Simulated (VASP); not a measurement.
# Si2Ni (Fm-3m) in VASP: a series of runs, part 3 of 3

VASP 6.6.1. The steps go on from the part before.

## 5. Electric field gradients, revPBE+U, collinear spin, zero start

This run uses another cell than the first one, of 13.17 Å³/atom.

INCAR reads:

```
SYSTEM = Si2Ni
ALGO     = Normal         ! electronic algorithm
EDIFF    = 1E-8           ! SCF threshold, eV
ENCUT    = 510            ! plane-wave cutoff, eV
GGA      = RE             ! functional
GGA_COMPAT= .FALSE.      
ISIF     = 2              ! what is computed and relaxed
ISMEAR   = -1             ! smearing method
ISPIN    = 2              ! spin polarisation
LASPH    = .TRUE.         ! aspherical terms in the spheres
LCHARG   = .FALSE.        ! write CHGCAR
LDAU     = .TRUE.         ! DFT+U
LDAUJ    = 0 0          
LDAUL    = 2 -1           ! shell
LDAUPRINT= 1            
LDAUTYPE = 2            
LDAUU    = 3 0            ! U, eV
LEFG     = .TRUE.       
LMAXMIX  = 4              ! l up to which the mixer works
LORBIT   = 11             ! projections on sites
LREAL    = .FALSE.        ! projectors in reciprocal space
LWAVE    = .FALSE.        ! write WAVECAR
MAGMOM   = 0 0 0          ! initial moments
NBANDS   = 24             ! bands
NELM     = 200            ! most SCF steps
PREC     = Accurate       ! precision mode
SIGMA    = 0.025          ! smearing width, eV
```

KPOINTS reads:

```
k-points
0
G
  9 9 9
  0 0 0
```

POSCAR reads:

```
Si2Ni
1.0
    0.0000000000      2.7030000000      2.7030000000
    2.7030000000      0.0000000000      2.7030000000
    2.7030000000      2.7030000000      0.0000000000
Ni Si
1 2
Direct
    0.0000000000      0.0000000000      0.0000000000
    0.7500000000      0.7500000000      0.7500000000
    0.2500000000      0.2500000000      0.2500000000
```

Potentials or basis: VASP PAW PBE potentials, release 64 (Ni_sv_GW, Si).

Launch:

```bash
cat potpaw_PBE.64/Ni_sv_GW/POTCAR potpaw_PBE.64/Si/POTCAR > POTCAR
mpirun -np 1 vasp_std > vasp.out
```

OUTCAR:

```text
SYSTEM = Si2Ni
   EDIFF = 1E-8
   ENCUT = 510
   GGA = RE
   ISIF = 2
   ISMEAR = -1
   ISPIN = 2
   LASPH = .TRUE.
   LORBIT = 11
   LREAL = .FALSE.
   NELM = 200
   PREC = Accurate

 ion  position               nearest neighbor table
   1  0.000  0.000  0.000-   2 2.34   2 2.34   3 2.34   3 2.34   2 2.34   2 2.34   3 2.34   3 2.34

   2  0.750  0.750  0.750-   1 2.34   1 2.34   1 2.34   1 2.34   3 2.70   3 2.70   3 2.70   3 2.70
                             3 2.70   3 2.70
   3  0.250  0.250  0.250-   1 2.34   1 2.34   1 2.34   1 2.34   2 2.70   2 2.70   2 2.70   2 2.70
                             2 2.70   2 2.70

  LATTYP: Found a face centered cubic cell.
 ALAT       =     5.4060000000

  Lattice vectors:

 A1 = (   0.0000000000,   2.7030000000,   2.7030000000)
 A2 = (   2.7030000000,   0.0000000000,   2.7030000000)
 A3 = (   2.7030000000,   2.7030000000,   0.0000000000)

Analysis of symmetry for initial positions (statically):
=====================================================================
 Subroutine PRICEL returns:
 Original cell was already a primitive cell.

 Routine SETGRP: Setting up the symmetry group for a
 face centered cubic supercell.

 Subroutine GETGRP returns: Found 48 space group operations
 (whereof 48 operations were pure point group operations)
 out of a pool of 48 trial point group operations.

The static configuration has the point symmetry O_h .

Analysis of symmetry for dynamics (positions and initial velocities):
=====================================================================
 Subroutine PRICEL returns:
 Original cell was already a primitive cell.

 Routine SETGRP: Setting up the symmetry group for a
 face centered cubic supercell.

 Subroutine GETGRP returns: Found 48 space group operations
 (whereof 48 operations were pure point group operations)
 out of a pool of 48 trial point group operations.

The dynamic configuration has the point symmetry O_h .

Analysis of structural, dynamic, and magnetic symmetry:
=====================================================================
 Subroutine PRICEL returns:
 Original cell was already a primitive cell.

 Routine SETGRP: Setting up the symmetry group for a
 face centered cubic supercell.

 Subroutine GETGRP returns: Found 48 space group operations
 (whereof 48 operations were pure point group operations)
 out of a pool of 48 trial point group operations.

The overall configuration has the point symmetry O_h .

 Subroutine INISYM returns: Found 48 space group operations
 (whereof 48 operations are pure point group operations),
 and found     1 'primitive' translations

----------------------------------------------------------------------------------------

                                     Primitive cell

  volume of cell :      39.4974
[... 164 lines left out ...]
  o =  0.8384  v =  0.0000  0.0000 -0.9959 -0.0000  0.0899  0.0000  0.0000  0.0000  0.0000  0.0000      0.0000  0.0000  0.0000  0.0000  0.0000  0.0000  0.0000  0.0000  0.0000  0.0000
  o =  0.8384  v =  0.0000 -0.0000 -0.0899 -0.0000 -0.9959  0.0000  0.0000  0.0000  0.0000  0.0000      0.0000  0.0000  0.0000  0.0000  0.0000  0.0000  0.0000  0.0000  0.0000  0.0000

 number of electron      25.9999999 magnetization       0.0000002

 Free energy of the ion-electron system (eV)
  ---------------------------------------------------
  ext. energy  EPLUGINS =         0.00000000
  ---------------------------------------------------
  free energy    TOTEN  =       -14.90333571 eV

  energy without entropy =      -14.90189416  energy(sigma->0) =      -14.90261494

 E-fermi :  10.0875     XC(G=0): -11.6953

 val. band max:        9.9984416147   @ k =   0.3333   0.2222   0.0000
 cond. band min:      10.1329717752   @ k =   0.1111   0.1111   0.0000
 fundamental gap:      0.1345301605
 Fermi energy:        10.0875421061

 spin component 1

 k-point     1 :       0.0000    0.0000    0.0000
  band No.  band energies     occupation
      1     -93.9164      1.00000
      2     -54.2897      1.00000
      3     -54.2897      1.00000
      4     -54.2897      1.00000
      5      -3.7798      1.00000
      6       4.7541      1.00000
[... 1289 lines left out ...]
     23      23.7739      0.00000
     24      23.8010      0.00000

 [... further k-points ...]

------------------------ aborting loop because EDIFF is reached ----------------------------------------

  FORCE on cell =-STRESS in cart. coord.  units (eV):
  Direction    XX          YY          ZZ          XY          YZ          ZX
  --------------------------------------------------------------------------------------
  -------------------------------------------------------------------------------------
  Total        1.0340061      1.0340061      1.0340061     -0.0000000      0.0000000      0.0000000
  in kB       41.9435834     41.9435834     41.9435834     -0.0000000      0.0000000      0.0000000
  external PRESSURE =      41.9435834 kB  Pullay stress =       0.0000000 kB

 VOLUME and BASIS-vectors are now :
 -----------------------------------------------------------------------------
  energy-cutoff  :      510.00
  volume of cell :       39.50
      direct lattice vectors                 reciprocal lattice vectors
     0.000000000  2.703000000  2.703000000    -0.184979652  0.184979652  0.184979652
     2.703000000  0.000000000  2.703000000     0.184979652 -0.184979652  0.184979652
     2.703000000  2.703000000  0.000000000     0.184979652  0.184979652 -0.184979652

 POSITION                                       TOTAL-FORCE (eV/Angst)
 -----------------------------------------------------------------------------------
      0.00000      0.00000      0.00000         0.000000     -0.000000      0.000000
      4.05450      4.05450      4.05450        -0.000000     -0.000000     -0.000000
      1.35150      1.35150      1.35150         0.000000      0.000000      0.000000
 -----------------------------------------------------------------------------------
    total drift:                               -0.000000     -0.000000      0.000000

  FREE ENERGIE OF THE ION-ELECTRON SYSTEM (eV)
  ---------------------------------------------------
  free  energy   TOTEN  =       -14.9033357103 eV

  energy  without entropy=      -14.9018941606  energy(sigma->0) =      -14.90261494

 Electric field gradients (V/A^2)
---------------------------------------------------------------------
 ion       V_xx      V_yy      V_zz      V_xy      V_xz      V_yz
---------------------------------------------------------------------
   1      -0.000    -0.000     0.000     0.012     0.012     0.012
   2      -0.000    -0.000    -0.000    -0.000    -0.000    -0.000
   3       0.000    -0.000    -0.000    -0.000    -0.000    -0.000
---------------------------------------------------------------------

 Electric field gradients after diagonalization (V/A^2)
 (convention: |V_zz| > |V_xx| > |V_yy|)
----------------------------------------------------------------------
 ion       V_xx      V_yy      V_zz     asymmetry (V_yy - V_xx)/ V_zz
----------------------------------------------------------------------
   1      -0.012    -0.012     0.024       0.000
   2       0.000     0.000    -0.000       0.000
   3       0.000     0.000    -0.000       0.000
----------------------------------------------------------------------

           NMR quadrupolar parameters

 Cq : quadrupolar parameter    Cq=e*Q*V_zz/h
 eta: asymmetry parameters     (V_yy - V_xx)/ V_zz
 Q  : nuclear electric quadrupole moment in mb (millibarn)
----------------------------------------------------------------------
 ion       Cq(MHz)       eta       Q (mb)
----------------------------------------------------------------------
   1       0.000       0.000       1.000
   2      -0.000       0.000       1.000
   3      -0.000       0.000       1.000
----------------------------------------------------------------------

 total charge

# of ion       s       p       d       f       tot
--------------------------------------------------
    1        2.262   6.486   7.925   0.003  16.675
    2        0.747   0.842   0.000   0.000   1.589
    3        0.747   0.842   0.000   0.000   1.589
--------------------------------------------------
tot          3.755   8.170   7.925   0.003  19.853

 magnetization (x)

# of ion       s       p       d       f       tot
--------------------------------------------------
    1        0.000  -0.000  -0.000  -0.000  -0.000
    2        0.000   0.000   0.000   0.000   0.000
    3        0.000   0.000   0.000   0.000   0.000
--------------------------------------------------
tot          0.000  -0.000  -0.000  -0.000   0.000
```

Run time: 70 s. Hardware: 1 thread of Intel Xeon Platinum 8375C at 2.90GHz (Ice Lake), shared host; peak memory 0.22 GiB.

Results:

* Free energy: -14.9033 eV
* Pressure: 4.2 GPa
* Band gap on the k mesh: zero (filled and empty bands overlap)
* Net moment: 0.00 μB per cell
* Largest electric field gradient by atom: under 0.05 V/Å² on every atom
* Valence electrons inside the program's atomic spheres: Ni 16.68; Si 1.59

Levels at points of the mesh, in eV from the Fermi level:
Spin up:
```
           k point  band 10  band 11  band 12  band 13  band 14  band 15  band 16  band 17
(0.00, 0.00, 0.00)    -3.83    -0.27     1.66     1.66     1.66     2.30     2.30     2.30
```
Spin down:
| k point | band 11 | band 12 | band 13 | band 14 | band 15 | band 16 |
| --- | --- | --- | --- | --- | --- | --- |
| (0.00, 0.00, 0.00) | -0.27 | 1.66 | 1.66 | 1.66 | 2.30 | 2.30 |

Eigenvalues of the final occupation matrices:
```csv
site,spin,trace,eigenvalues
site 1 d,1,3.98,0.77 0.77 0.77 0.84 0.84
site 1 d,2,3.98,0.77 0.77 0.77 0.84 0.84
```

Caveat: the cell stands under pressure; no moment was typed at the start, so none could form; the PAW data sets were made with another functional, which shifts forces and pressure a little; the U is typed as a test and isn't derived for this compound.

## 6. The runs side by side

| task | level | spin | U | cell | cutoff (eV) | smearing | gap on the mesh (eV) | pressure (GPa) | moment (μB) |
| --- | --- | --- | --- | --- | --- | --- | --- | --- | --- |
| single point | PBE+U | collinear, ferromagnetic start | Ni d U = 6.0 eV | a = 3.852 Å, angles 60.0°, 3 atoms | 690 | fermi-dirac 0.05 eV | none | -1.1 | 0.00 |
| single point | PBE+U | collinear, ferromagnetic start | Ni d U = 4.0 eV | a = 3.852 Å, angles 60.0°, 3 atoms | 690 | fermi-dirac 0.05 eV | none | -0.9 | 0.00 |
| single point | PBE+U | collinear, ferromagnetic start | Ni d U = 1.0 eV | a = 3.854 Å, angles 60.0°, 3 atoms | 690 | fermi-dirac 0.05 eV | none | -0.3 | 0.00 |
| electric field gradients | revPBE+U | collinear, zero start | Ni d U = 3.0 eV | a = 3.823 Å, angles 60.0°, 3 atoms | 510 | fermi-dirac 0.025 eV | none | 4.2 | 0.00 |

Alike in all rows: potentials or basis VASP PAW PBE potentials, release 64 (Ni_sv_GW, Si); k mesh 9 × 9 × 9.

Caveats: the U is typed as a test and isn't derived for this compound; the moments typed at the start vanished in this run (at least some runs); the cell stands under pressure (at least some runs); no moment was typed at the start, so none could form (at least some runs); the PAW data sets were made with another functional, which shifts forces and pressure a little (at least some runs).

Total energies depend on the potentials used, so only differences within one code and one set of settings carry meaning.

The gap in the log of VASP goes by the Fermi energy; the results here count the filled bands.